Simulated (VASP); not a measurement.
# MgO in VASP: a series of runs, part 2 of 2

VASP 6.6.1.

## (3) Single point, LDA

This run uses another cell than the first one, of 11.88 Å³/atom.

INCAR

```
SYSTEM = MgO
ALGO = Normal ; EDIFF = 1E-6
ENCUT = 520 ; GGA_COMPAT = .FALSE.
ISIF = 2 ; ISMEAR = -1
LASPH = .TRUE. ; LCHARG = .FALSE.
LREAL = .FALSE. ; LWAVE = .FALSE.
NBANDS = 16 ; NELM = 120
NELMDL = -8 ; PREC = Accurate
SIGMA = 0.1
```

KPOINTS

```
k-points
0
G
  6 6 4
  0 0 0
```

POSCAR

```
MgO
1.0
    2.9380210000      0.0000000000      0.0000000000
   -1.4690100000      2.5444010000      0.0000000000
    0.0000000000      0.0000000000      6.3593600000
Mg O
2 2
Direct
    0.0000000000      0.0000000000      0.0000000000
    0.0000000000      0.0000000000      0.4213757359
    0.3333333333      0.6666666667      0.2106878680
    0.3333333333      0.6666666667      0.6320636039
```

Potentials or basis: VASP PAW LDA potentials, release 64 (Mg, O).

Command:

```bash
> cat potpaw_LDA.64/Mg/POTCAR potpaw_LDA.64/O/POTCAR > POTCAR
> mpirun -np 1 vasp_std > vasp.out
```

OUTCAR:

```text
SYSTEM = MgO
   EDIFF = 1E-6
   ENCUT = 520
   ISIF = 2
   ISMEAR = -1
   LASPH = .TRUE.
   LREAL = .FALSE.
   NELM = 120
   NELMDL = -8
   PREC = Accurate

 ion  position               nearest neighbor table
   1  0.000  0.000  0.000-   3 2.16   3 2.16   3 2.16   2 2.68
   2  0.000  0.000  0.421-   3 2.16   4 2.16   3 2.16   4 2.16   3 2.16   4 2.16   1 2.68
   3  0.333  0.667  0.211-   2 2.16   1 2.16   2 2.16   1 2.16   2 2.16   1 2.16
   4  0.333  0.667  0.632-   2 2.16   2 2.16   2 2.16

  LATTYP: Found a hexagonal cell.
 ALAT       =     2.9380210000
 C/A-ratio  =     2.1645046104

  Lattice vectors:

 A1 = (   2.9380210000,   0.0000000000,   0.0000000000)
 A2 = (  -1.4690100000,   2.5444010000,   0.0000000000)
 A3 = (   0.0000000000,   0.0000000000,   6.3593600000)

Analysis of symmetry for initial positions (statically):
=====================================================================
 Subroutine PRICEL returns:
 Original cell was already a primitive cell.

 Routine SETGRP: Setting up the symmetry group for a
 hexagonal supercell.

 Subroutine GETGRP returns: Found  6 space group operations
 (whereof  6 operations were pure point group operations)
 out of a pool of 24 trial point group operations.

The static configuration has the point symmetry C_3v.

Analysis of symmetry for dynamics (positions and initial velocities):
=====================================================================
 Subroutine PRICEL returns:
 Original cell was already a primitive cell.

 Routine SETGRP: Setting up the symmetry group for a
 hexagonal supercell.

 Subroutine GETGRP returns: Found  6 space group operations
 (whereof  6 operations were pure point group operations)
 out of a pool of 24 trial point group operations.

The dynamic configuration has the point symmetry C_3v.

 Subroutine INISYM returns: Found  6 space group operations
 (whereof  6 operations are pure point group operations),
 and found     1 'primitive' translations

[... 119 lines left out ...]
  Fermi-wavevector in a.u.,A,eV,Ry     =   1.138755  2.151934 17.643523  1.296762
  Thomas-Fermi vector in A             =   2.275459
   LORBIT       =      0    0 simple, 1 ext, 2 COOP (PROOUT), +10 PAW based schemes
   GGA     = CA    functional components
   LHFCALC =     F    Hartree Fock is set to
   AEXX    =    0.0000 exact exchange contribution
   IVDW    =     0    specifies the selected vdW correction
   LEPSILON=     F    determine dielectric tensor
   LRPA    =     F    only Hartree local field effects (RPA)
 non-spin polarized calculation
  energy-cutoff  :      520.00
  volume of cell :       47.54
 maximum number of plane-waves:      1332
 NGX is ok and might be reduce to    24
   NGX = 11   NGY = 11   NGZ = 23

 number of electron      15.9999997 magnetization

 Free energy of the ion-electron system (eV)
  ---------------------------------------------------
  ext. energy  EPLUGINS =         0.00000000
  ---------------------------------------------------
  free energy    TOTEN  =       -22.55838181 eV

  energy without entropy =      -22.52858623  energy(sigma->0) =      -22.54348402

 E-fermi :   3.5075     XC(G=0): -10.4501

 val. band max:        3.4983930951   @ k =   0.0000   0.0000   0.0000
 cond. band min:       3.9801920066   @ k =   0.0000   0.1667   0.2500
 fundamental gap:      0.4817989115
 Fermi energy:         3.5074665513

 k-point     1 :       0.0000    0.0000    0.0000
  band No.  band energies     occupation
      1     -16.1077      2.00000
      2     -12.8237      2.00000
      3      -3.8008      2.00000
      4       0.1978      2.00000
      5       0.1978      2.00000
      6       0.8329      2.00000
[... 433 lines left out ...]
      3      -2.5856      2.00000
      4      -2.5633      2.00000
      5      -1.6297      2.00000
      6       0.9474      2.00000
[... 8 lines left out ...]
     15      14.1493      0.00000
     16      15.1796      0.00000

------------------------ aborting loop because EDIFF is reached ----------------------------------------

  FORCE on cell =-STRESS in cart. coord.  units (eV):
  Direction    XX          YY          ZZ          XY          YZ          ZX
  --------------------------------------------------------------------------------------
  -------------------------------------------------------------------------------------
  Total        0.1209654      0.1209654    -12.6095381      0.0000000      0.0000000      0.0000000
  in kB        4.0767845      4.0767850   -424.9676732      0.0000008      0.0000000      0.0000000
  external PRESSURE =    -138.9380346 kB  Pullay stress =       0.0000000 kB

 VOLUME and BASIS-vectors are now :
 -----------------------------------------------------------------------------
  energy-cutoff  :      520.00
  volume of cell :       47.54
      direct lattice vectors                 reciprocal lattice vectors
     2.938021000  0.000000000  0.000000000     0.340365164  0.196509839  0.000000000
    -1.469010000  2.544401000  0.000000000     0.000000000  0.393019811  0.000000000
     0.000000000  0.000000000  6.359360000     0.000000000  0.000000000  0.157248528

 POSITION                                       TOTAL-FORCE (eV/Angst)
 -----------------------------------------------------------------------------------
      0.00000      0.00000      0.00000        -0.000000     -0.000000     -1.097940
      0.00000      0.00000      2.67968        -0.000000     -0.000000      3.211614
      0.00000      1.69627      1.33984         0.000000     -0.000000     -2.014446
      0.00000      1.69627      4.01952        -0.000000      0.000000     -0.099227
 -----------------------------------------------------------------------------------
    total drift:                                0.000014     -0.000005      0.000673

  FREE ENERGIE OF THE ION-ELECTRON SYSTEM (eV)
  ---------------------------------------------------
  free  energy   TOTEN  =       -22.5583818118 eV

  energy  without entropy=      -22.5285862255  energy(sigma->0) =      -22.54348402
```

stdout:

```text
POSCAR found type information on POSCAR MgO
 POSCAR found :  2 types and       4 ions
 scaLAPACK will be used
 LDA part: xc-table for (Slater(with rela. corr.)+CA(PZ))
 , standard interpolation
 POSCAR, INCAR and KPOINTS ok, starting setup
 FFT: planning ... GRIDC
 FFT: planning ... GRID_SOFT
 FFT: planning ... GRID
 WAVECAR not read
 entering main loop
```

It took 9.3 s on 1 thread of Intel Xeon 6975P-C (Granite Rapids), shared host; peak memory 0.15 GiB.

What came out:

```yaml
Free_energy: -22.5584 eV
Largest_force: 3.212 eV/Å
Band_gap_on_the_k_mesh: zero (bands 8 and 9 overlap by 0.10 eV)
```

Forces in eV/Å, atoms in the order of the input:
```
Mg   0.000  0.000 -1.098
Mg   0.000  0.000  3.212
O    0.000  0.000 -2.014
O    0.000  0.000 -0.099
```

Caveat: the k points lie up to 0.41 Å⁻¹ apart.

## (4) Single point, LDA

This run uses another cell than the first one, of 13.75 Å³/atom.

INCAR

```
  ALGO = Normal
  EDIFF = 1E-6
  ENCUT = 520
  GGA_COMPAT = F
  ISIF = 2
  ISMEAR = -1
  LASPH = T
  LCHARG = F
  LREAL = F
  LWAVE = F
  NBANDS = 16
  NELM = 120
  NELMDL = -8
  PREC = Accurate
  SIGMA = 0.1
```

KPOINTS

```
k-points
0
Gamma
  6 6 4
```

POSCAR

```
MgO
1.0
    2.9380210000      0.0000000000      0.0000000000
   -1.4690100000      2.5444010000      0.0000000000
    0.0000000000      0.0000000000      7.3593600000
Mg O
2 2
Direct
    0.0000000000      0.0000000000      0.0000000000
    0.0000000000      0.0000000000      0.3641186190
    0.3333333333      0.6666666667      0.1820593095
    0.3333333333      0.6666666667      0.5461779285
```

Command:

```bash
> cat potpaw_LDA.64/Mg/POTCAR potpaw_LDA.64/O/POTCAR > POTCAR
> mpirun -np 1 vasp_std > vasp.out
```

Run time: 12 s. Hardware: 1 thread of Intel Xeon 6975P-C (Granite Rapids), shared host; peak memory 0.16 GiB.

The run converged. Its results:

| Item | Value |
| --- | --- |
| Free energy | -20.8903 eV |
| Largest force | 2.890 eV/Å |
| Band gap on the k mesh | zero (bands 8 and 9 overlap by 0.58 eV) |

Forces on the atoms (eV/Å):
```
Mg   0.000  0.000  0.648
Mg   0.000  0.000  2.890
O    0.000  0.000 -1.761
O    0.000  0.000 -1.776
```

Levels at points of the mesh, in eV from the Fermi level:
| k point | band 6 | band 7 | band 8 | band 9 | band 10 | band 11 |
| --- | --- | --- | --- | --- | --- | --- |
| (0.00, 0.00, 0.00) | -2.11 | -1.70 | 0.33 | 0.33 | 3.94 | 5.81 |
| (0.50, 0.00, 0.00) | -2.80 | -0.83 | -0.25 | 1.66 | 2.99 | 6.03 |
| (0.00, 0.00, 0.50) | -2.67 | -0.27 | 0.33 | 0.33 | 3.01 | 7.31 |
| (0.50, 0.00, 0.50) | -2.83 | -1.03 | -0.25 | 1.84 | 3.34 | 5.73 |

Caveat: the k points lie up to 0.41 Å⁻¹ apart, too coarse for converged energies and pressures of a metal.

## (5) Single point, LDA

This run uses another cell than the first one, of 17.49 Å³/atom.

INCAR

```
PREC = Accurate
ENCUT = 520
EDIFF = 1E-6
ISMEAR = -1
SIGMA = 0.1
LREAL = F
LASPH = T
NELM = 120
ALGO = Normal
ISIF = 2
LWAVE = F
LCHARG = F
NBANDS = 16
GGA_COMPAT = F
NELMDL = -8
```

KPOINTS

```
regular mesh
0
Gamma
  6 6 4
```

POSCAR

```
MgO
1.0
    2.9380210000      0.0000000000      0.0000000000
   -1.4690100000      2.5444010000      0.0000000000
    0.0000000000      0.0000000000      9.3593600000
Mg O
2 2
Direct
    0.0000000000      0.0000000000      0.0000000000
    0.0000000000      0.0000000000      0.2863101751
    0.3333333333      0.6666666667      0.1431550875
    0.3333333333      0.6666666667      0.4294652626
```

Command:

```bash
> cat potpaw_LDA.64/Mg/POTCAR potpaw_LDA.64/O/POTCAR > POTCAR
> mpirun -np 1 vasp_std > vasp.out
```

Wall time 20 s (1 thread of Intel Xeon 6975P-C (Granite Rapids), shared host); peak memory 0.17 GiB.

Results (log left out):

```
Free energy            : -20.3076 eV
Largest force          : 2.615 eV/Å
Band gap on the k mesh : zero (bands 8 and 9 overlap by 0.55 eV)
```

Forces on the atoms (eV/Å):
```
Mg   0.000  0.000  1.270
Mg   0.000  0.000  2.615
O    0.000  0.000 -1.661
O    0.000  0.000 -2.224
```

Levels at points of the mesh, in eV from the Fermi level:
| k point | band 4 | band 5 | band 6 | band 7 | band 8 | band 9 | band 10 | band 11 | band 12 | band 13 |
| --- | --- | --- | --- | --- | --- | --- | --- | --- | --- | --- |
| (0.00, 0.00, 0.00) | -2.52 | -2.31 | -2.31 | -0.88 | 0.43 | 0.43 | 3.52 | 5.34 | 7.99 | 9.54 |
| (0.50, 0.00, 0.00) | -4.45 | -3.03 | -2.61 | -0.47 | -0.14 | 1.77 | 2.99 | 6.12 | 7.68 | 9.29 |
| (0.00, 0.00, 0.50) | -2.60 | -2.31 | -2.31 | -0.73 | 0.43 | 0.43 | 3.22 | 6.03 | 7.06 | 10.37 |
| (0.50, 0.00, 0.50) | -4.45 | -3.03 | -2.61 | -0.48 | -0.14 | 1.78 | 3.02 | 6.08 | 7.60 | 9.39 |

Caveat: the k points lie up to 0.41 Å⁻¹ apart, too coarse for converged energies and pressures of a metal.

## (6) Overview

| cell | gap on the mesh (eV) | largest force (eV/Å) |
| --- | --- | --- |
| a = 2.938, b = 2.938, c = 5.859 Å, angles 90.0, 90.0, 120.0°, 4 atoms | 0.59 | 2.37 |
| a = 2.938, b = 2.938, c = 6.359 Å, angles 90.0, 90.0, 120.0°, 4 atoms | none | 3.21 |
| a = 2.938, b = 2.938, c = 7.359 Å, angles 90.0, 90.0, 120.0°, 4 atoms | none | 2.89 |
| a = 2.938, b = 2.938, c = 9.359 Å, angles 90.0, 90.0, 120.0°, 4 atoms | none | 2.61 |

Alike in all rows: task single point; level LDA; potentials or basis VASP PAW LDA potentials, release 64 (Mg, O); no spin polarisation; k mesh 6 × 6 × 4; cutoff (eV) 520; smearing fermi-dirac 0.1 eV.

Caveats: some runs use coarse meshes.

Absolute energies hang on the potentials; compare differences alone.
